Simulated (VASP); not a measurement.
Input of a VASP 6.6.1 run:

Contents of INCAR:

```
PREC     = Accurate       # precision mode
ENCUT    = 520            # plane-wave cutoff, eV
EDIFF    = 1E-6           # SCF threshold, eV
ISMEAR   = 1              # smearing method
SIGMA    = 0.05           # smearing width, eV
LREAL    = False          # projectors in reciprocal space
LASPH    = True           # aspherical terms in the spheres
NELM     = 60             # most SCF steps
ALGO     = Normal         # electronic algorithm
ISIF     = 2              # what is computed and relaxed
LWAVE    = False          # write WAVECAR
LCHARG   = False          # write CHGCAR
GGA      = CA             # functional
NBANDS   = 8              # bands
```

Contents of KPOINTS:

```
regular mesh
0
Gamma
  18 18 18
```

POSCAR

```
Al
1.0
    0.0000000000      1.9916081111      1.9916081111
    1.9916081111      0.0000000000      1.9916081111
    1.9916081111      1.9916081111      0.0000000000
Al
1
Direct
    0.0000000000      0.0000000000      0.0000000000
```

Potentials or basis: VASP PAW LDA potentials, release 64 (Al).

Launch:

```sh
$ cat potpaw_LDA.64/Al/POTCAR > POTCAR
$ mpirun -np 1 vasp_std > vasp.out
```

Task: What does it give for the pressure?

Result: 0.0 GPa.
